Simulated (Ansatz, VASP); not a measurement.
**Two plane-wave programs on Lu**

Contents of POSCAR:

```
Lu
1.0
    3.5031000000      0.0000000000      0.0000000000
   -1.7515500000      3.0337735920      0.0000000000
    0.0000000000      0.0000000000      5.5509000000
Lu
2
Direct
    0.6666666667      0.3333333333      0.7500000000
    0.3333333333      0.6666666667      0.2500000000
```

INCAR.step1

```
  PREC = Accurate
  ENCUT = 520
  ISMEAR = -1
  SIGMA = 0.05
  LREAL = False
  LASPH = True
  NELM = 60
  NBANDS = 32
  GGA = PE
  ALGO = Normal
  EDIFF = 1E-4
  LWAVE = True
  LCHARG = False
```

Contents of INCAR.step2:

```
  PREC = Accurate
  ENCUT = 520
  EDIFF = 1E-7
  ISMEAR = -1
  SIGMA = 0.05
  LREAL = False
  LASPH = True
  NELM = 60
  ALGO = Normal
  ISIF = 2
  LWAVE = False
  LCHARG = True
  METAGGA = R2SCAN
  LMIXTAU = True
  LELF = True
  LVHAR = True
  NBANDS = 32
  ISTART = 1
```

The input KPOINTS:

```
Automatic mesh
0
Gamma
  9 9 5
```

Contents of input.yaml:

```yaml
crystal:
  lattice:
    - [3.5031, 0.0, 0.0]
    - [-1.75155, 3.033773592, 0.0]
    - [0.0, 0.0, 5.5509]
  atoms:
    - { symbol: Lu, position: [0.6666666667, 0.3333333333, 0.75] }
    - { symbol: Lu, position: [0.3333333333, 0.6666666667, 0.25] }
hamiltonian:
  xc: r2scan
  pseudopotentials: { kind: paw }
kpoints:
  mp_grid: { grid: [9, 9, 5] }
scf:
  occupations: { method: fermi_dirac, width: 0.05 }
output:
  forces: true
  stress: true
  eigenvalues: true
  write_density: true
  write_potential: true
  elf: true
  volumetric_format: npy
```

Alike in both runs: task single point; functional r2SCAN; k mesh 9 × 9 × 5; occupations fermi-dirac, width 0.05 eV; no spin polarisation.

|  | VASP | Ansatz |
| --- | --- | --- |
| version | VASP 6.6.1 | Ansatz 0.2.0 |
| potentials or method | VASP PAW PBE potentials, release 64 (Lu) | Ansatz PAW |
| plane-wave cutoff (eV) | 520 | 500 |
| valence electrons in the cell | 50 | 50 |

```tsv
	VASP	Ansatz	Ansatz less VASP
gap on the k mesh at the Fermi level (eV)	none	none	-
pressure (GPa)	-0.3	-0.6	-0.26
traceless stress, the component that is largest in VASP (GPa)	-0.72	-0.68	+0.047
```

VASP's potentials were made for PBE, not for r2SCAN. A gap of «none» marks a metal or a gap that the smearing closes.

Neither program's run includes spin-orbit coupling.
